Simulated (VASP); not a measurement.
Wanted: the native input for a VASP 6.6.1 run.

```
Task                   : relaxation of the atoms
Functional             : PBE
Potentials or basis    : VASP PAW PBE potentials, release 64 (Ga_d, N)
Cutoff                 : 520 eV
k mesh                 : 10 × 10 × 10
Occupations            : gaussian, width 0.02 eV
Spin                   : no spin polarisation
Dipole correction      : no
Further INCAR settings : ALGO = Normal; EDIFF = 1e-07; IBRION = 2; EDIFFG = -0.002; NSW = 60
```

The structure of GaN lies in POSCAR:

```
GaN
1.0
    0.0000000000      2.2276025120      2.2276025120
    2.2276025120      0.0000000000      2.2276025120
    2.2276025120      2.2276025120      0.0000000000
Ga N
1 1
Direct
    0.0000000000      0.0000000000      0.0000000000
    0.2500000000      0.2500000000      0.2500000000
```

This cell differs from its parent crystal: strained cell.

One way to write it, as run:

INCAR

```
SYSTEM = GaN
PREC = Accurate ; ENCUT = 520
EDIFF = 1E-7 ; ISMEAR = 0
SIGMA = 0.02 ; LREAL = .FALSE.
LASPH = .TRUE. ; NELM = 80
ALGO = Normal ; ISIF = 2
LWAVE = .FALSE. ; LCHARG = .FALSE.
GGA = PE ; IBRION = 2
NSW = 60 ; EDIFFG = -0.002
```

KPOINTS

```
regular mesh
0
G
  10 10 10
  0 0 0
```

Potentials or basis: VASP PAW PBE potentials, release 64 (Ga_d, N).

Run with:

```sh
$ cat potpaw_PBE.64/Ga_d/POTCAR potpaw_PBE.64/N/POTCAR > POTCAR
$ mpirun -np 1 vasp_std > vasp.out
```

Results of the run:

| Quantity | Value |
| --- | --- |
| Pressure after relaxing | 12.3 GPa |
| Band gap on the k mesh | 1.95 eV |

Caveat: the cell differs from its parent crystal (strained cell); the relaxation stopped at its first step, so nothing moved.

Wall time 6.3 s on 1 thread of Intel(R) Xeon(R) 6975P-C (Granite Rapids) (shared host), peak memory 0.14 GiB.
